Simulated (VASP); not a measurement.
Crystal: NaF.

```
CELL_PARAMETERS angstrom
0.00000 2.43001 2.43001
2.43001 0.00000 2.43001
2.43001 2.43001 0.00000
ATOMIC_POSITIONS crystal
Na 0.00000 0.00000 0.00000
F 0.25000 0.25000 0.25000
```

This cell differs from its parent crystal: strain -4.0%.

Base run:

```yaml
Program: VASP 6.6.1
Functional: PBE
Potentials_or_basis: VASP PAW PBE potentials, release 64 (Na_pv, F)
Cutoff: 520 eV
k_mesh: 8 × 8 × 8
Occupations: fermi-dirac, width 0.02 eV
Spin: no spin polarisation
```

Its results: band gap on the k mesh 6.04 eV, indirect (the least direct gap lies 2.0 meV higher); pressure 8.6 GPa.

**Question.** The run is repeated on the same cell with these changes: functional from PBE to r2SCAN; occupations from fermi-dirac, width 0.02 eV to gaussian, width 0.01 eV. What comes out?

**Answer.** Band gap on the k mesh 6.70 eV, indirect (the least direct gap lies 3.4 meV higher); pressure 5.8 GPa.

Caveats: the PAW data sets were made with another functional, which shifts forces and pressure a little (some runs).

A k mesh can miss the band edges.
